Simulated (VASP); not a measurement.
# Hg3Se2S (P3m1) in VASP: a series of runs, part 2 of 2

VASP 6.6.1. Earlier steps stand in the parts before.

### Step 3. Relaxation of cell and atoms, LDA

This run uses another cell than the first one, of 27.41 Å³/atom.

The input, INCAR:

```
PREC     = Accurate       # precision mode
ENCUT    = 600            # plane-wave cutoff, eV
EDIFF    = 1E-7           # SCF threshold, eV
ISMEAR   = 0              # smearing method
SIGMA    = 0.03           # smearing width, eV
LREAL    = False          # projectors in reciprocal space
LASPH    = True           # aspherical terms in the spheres
NELM     = 60             # most SCF steps
ALGO     = Normal         # electronic algorithm
ISIF     = 3              # what is computed and relaxed
LWAVE    = False          # write WAVECAR
LCHARG   = False          # write CHGCAR
GGA      = CA             # functional
IBRION   = 2              # ionic algorithm
NSW      = 80             # ionic steps
EDIFFG   = -0.005         # ionic threshold
```

The input, KPOINTS:

```
Automatic mesh
0
Gamma
  9 9 4
```

The input, POSCAR:

```
Hg3Se2S
1.0
    4.2638538906      0.0000000000      0.0000000000
   -2.1319269453      3.6926057872      0.0000000000
    0.0000000000      0.0000000000     10.4442663696
Hg S Se
3 1 2
Direct
    0.0000000000      0.0000000000      0.0000000000
    0.3333333333      0.6666666667      0.3333333333
    0.6666666667      0.3333333333      0.6666666667
    0.0000000000      0.0000000000      0.2500000000
    0.3333333333      0.6666666667      0.5833333333
    0.6666666667      0.3333333333      0.9166666667
```

Potentials or basis: VASP PAW LDA potentials, release 64 (Hg, S, Se).

Started as:

```console
$ cat potpaw_LDA.64/Hg/POTCAR potpaw_LDA.64/S/POTCAR potpaw_LDA.64/Se/POTCAR > POTCAR
$ mpirun -np 1 vasp_std > vasp.out
```

OUTCAR:

```text
PREC = Accurate
   ENCUT = 600
   EDIFF = 1E-7
   ISMEAR = 0
   LREAL = False
   LASPH = True
   NELM = 60
   ISIF = 3
   GGA = CA
   IBRION = 2
   NSW = 80
   EDIFFG = -0.005

 ion  position               nearest neighbor table
   1  0.000  0.000  0.000-   6 2.61   6 2.61   4 2.61   6 2.61
   2  0.333  0.667  0.333-   4 2.61   4 2.61   5 2.61   4 2.61
   3  0.667  0.333  0.667-   5 2.61   6 2.61   5 2.61   5 2.61
   4  0.000  0.000  0.250-   2 2.61   2 2.61   1 2.61   2 2.61
   5  0.333  0.667  0.583-   3 2.61   2 2.61   3 2.61   3 2.61
   6  0.667  0.333  0.917-   1 2.61   1 2.61   3 2.61   1 2.61

  LATTYP: Found a hexagonal cell.
 ALAT       =     4.2638538906
 C/A-ratio  =     2.4494897427

  Lattice vectors:

 A1 = (   4.2638538906,   0.0000000000,   0.0000000000)
 A2 = (  -2.1319269453,   3.6926057872,   0.0000000000)
[... 394 lines left out ...]
  free energy    TOTEN  =       -16.92759824 eV

  energy without entropy =      -16.92749106  energy(sigma->0) =      -16.92754465

 E-fermi :   1.8231     XC(G=0):  -9.5486

 val. band max:        1.8229215146   @ k =   0.0000   0.0000   0.0000
 cond. band min:       2.0483986852   @ k =   0.0000   0.0000   0.2500
 fundamental gap:      0.2254771707
 Fermi energy:         1.8230911346

 k-point     1 :       0.0000    0.0000    0.0000
  band No.  band energies     occupation
      1     -11.6920      2.00000
      2     -11.3517      2.00000
      3     -11.2458      2.00000
      4      -5.4845      2.00000
      5      -5.4845      2.00000
      6      -5.4583      2.00000
[... 829 lines left out ...]
     31       5.4882      0.00000
     32       6.8247      0.00000

 [... further k-points ...]

------------------------ aborting loop because EDIFF is reached ----------------------------------------

  FORCE on cell =-STRESS in cart. coord.  units (eV):
  Direction    XX          YY          ZZ          XY          YZ          ZX
  --------------------------------------------------------------------------------------
  -------------------------------------------------------------------------------------
  Total        0.0118082      0.0118082      0.0121459     -0.0000000     -0.0000000     -0.0000000
  in kB        0.1169282      0.1169282      0.1202726     -0.0000000     -0.0000000     -0.0000000
  external PRESSURE =       0.1180430 kB  Pullay stress =       0.0000000 kB
[... 21 lines left out ...]
  FREE ENERGIE OF THE ION-ELECTRON SYSTEM (eV)
  ---------------------------------------------------
  free  energy   TOTEN  =       -16.9275982370 eV

  energy  without entropy=      -16.9274910572  energy(sigma->0) =      -16.92754465

 reached required accuracy - stopping structural energy minimisation
```

OSZICAR:

```text
N       E                     dE             d eps       ncg     rms          rms(c)
DAV:   1     0.432847507854E+03    0.43285E+03   -0.27531E+04  2752   0.171E+03
[... 130 lines left out ...]
       N       E                     dE             d eps       ncg     rms          rms(c)
DAV:   1    -0.169276476673E+02   -0.54483E-04   -0.30222E-03  2776   0.373E-01    0.533E-02
DAV:   2    -0.169276041128E+02    0.43555E-04   -0.17255E-04  3288   0.121E-01    0.196E-02
DAV:   3    -0.169275994888E+02    0.46240E-05   -0.15693E-05  3104   0.274E-02    0.190E-02
DAV:   4    -0.169275985028E+02    0.98605E-06   -0.21326E-06  3256   0.941E-03    0.277E-03
DAV:   5    -0.169275982346E+02    0.26818E-06   -0.10366E-06  3048   0.103E-02    0.136E-03
DAV:   6    -0.169275982370E+02   -0.23965E-08   -0.12996E-07  1568   0.218E-03
  14 F= -.16927598E+02 E0= -.16927545E+02  d E =-.511092E-05
```

Run time: 27 min. Hardware: 1 thread of Intel Xeon Platinum 8488C (Sapphire Rapids), shared host; peak memory 0.47 GiB.

What came out:

| Item | Value |
| --- | --- |
| Free energy | -16.9276 eV |
| Relaxed volume | 26.97 Å³/atom |
| Relaxed cell | a = 4.238 Å, b = 4.238 Å, c = 10.401 Å, α = 90.00°, β = 90.00°, γ = 120.00° |
| Space group after relaxing (to 0.1 Å) | P3m1 (No. 156) |
| Energy gained by relaxing | 9.4 meV/atom |
| Ionic steps | 14 |
| Pressure after relaxing | 0.0 GPa |
| Largest force after relaxing | 0.003 eV/Å |
| Band gap on the k mesh | zero (filled and empty bands touch) |

Forces in eV/Å, atoms in the order of the input:
```
Hg   0.000  0.000  0.000
Hg   0.000  0.000  0.002
Hg   0.000  0.000  0.002
S    0.000  0.000  0.001
Se   0.000  0.000 -0.003
Se   0.000  0.000 -0.002
```

Step by step:
```
step  energy change (eV)  largest force (eV/Å)  pressure (GPa)  volume (Å³)
   1              0.0000                0.4653           -0.73       164.44
   2             -0.0231                0.3628            0.29       161.47
   3             -0.0257                0.3056            0.81       160.10
   4             -0.0425                0.1953            0.48       160.81
   5             -0.0508                0.2095            0.07       161.77
   6             -0.0545                0.1239           -0.10       162.17
   7             -0.0553                0.0649           -0.21       162.44
   8             -0.0559                0.0400            0.10       161.57
   9             -0.0560                0.0374            0.03       161.77
  10             -0.0561                0.0205            0.00       161.82
  11             -0.0561                0.0140            0.00       161.84
  12             -0.0561                0.0067           -0.01       161.85
  13             -0.0562                0.0076           -0.01       161.85
  14             -0.0562                0.0033            0.01       161.80
```

Final structure:
```cif
data_structure
_symmetry_space_group_name_H-M 'P 1'
_symmetry_Int_Tables_number 1
_cell_length_a 4.2382
_cell_length_b 4.2382
_cell_length_c 10.4011
_cell_angle_alpha 90.000
_cell_angle_beta 90.000
_cell_angle_gamma 120.000
_cell_volume 161.80
loop_
_atom_site_label
_atom_site_type_symbol
_atom_site_fract_x
_atom_site_fract_y
_atom_site_fract_z
_atom_site_occupancy
Hg1 Hg 0.00000 0.00000 0.00959 1
Hg2 Hg 0.33333 0.66667 0.32392 1
Hg3 Hg 0.66667 0.33333 0.66734 1
S1 S 0.00000 0.00000 0.25203 1
Se1 Se 0.33333 0.66667 0.57771 1
Se2 Se 0.66667 0.33333 0.91941 1
```

Caveat: semilocal functionals underestimate gaps, so a narrow gap can read as zero; spin-orbit coupling is left out, which moves the levels of the heavy elements.
